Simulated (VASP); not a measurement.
Input of a VASP 6.6.1 run:

Contents of INCAR:

```
  PREC = Accurate
  ENCUT = 520
  EDIFF = 1E-6
  ISMEAR = 0
  SIGMA = 0.15
  LREAL = False
  LASPH = True
  NELM = 150
  ALGO = Normal
  ISIF = 2
  LWAVE = False
  LCHARG = False
  ISPIN = 2
  MAGMOM = 0 0
  LORBIT = 11
  NUPDOWN = 0.0
  LMAXMIX = 4
  GGA = PS
  NBANDS = 16
```

The input KPOINTS:

```
regular mesh
0
Gamma
  9 9 9
```

POSCAR

```
AlFe
1.0
    2.9100000000      0.0000000000      0.0000000000
    0.0000000000      2.9100000000      0.0000000000
    0.0000000000      0.0000000000      2.9100000000
Al Fe
1 1
Direct
    0.0000000000      0.0000000000      0.0000000000
    0.5000000000      0.5000000000      0.5000000000
```

Potentials or basis: VASP PAW PBE potentials, release 64 (Al, Fe).

Launch:

```bash
$ cat potpaw_PBE.64/Al/POTCAR potpaw_PBE.64/Fe/POTCAR > POTCAR
$ mpirun -np 1 vasp_std > vasp.out
```

Question: Predict the pressure.

Answer: -12.0 GPa.

Caveat: the PAW data sets were made with another functional, which shifts forces and pressure a little; the total moment is fixed, so each spin has its own Fermi level.
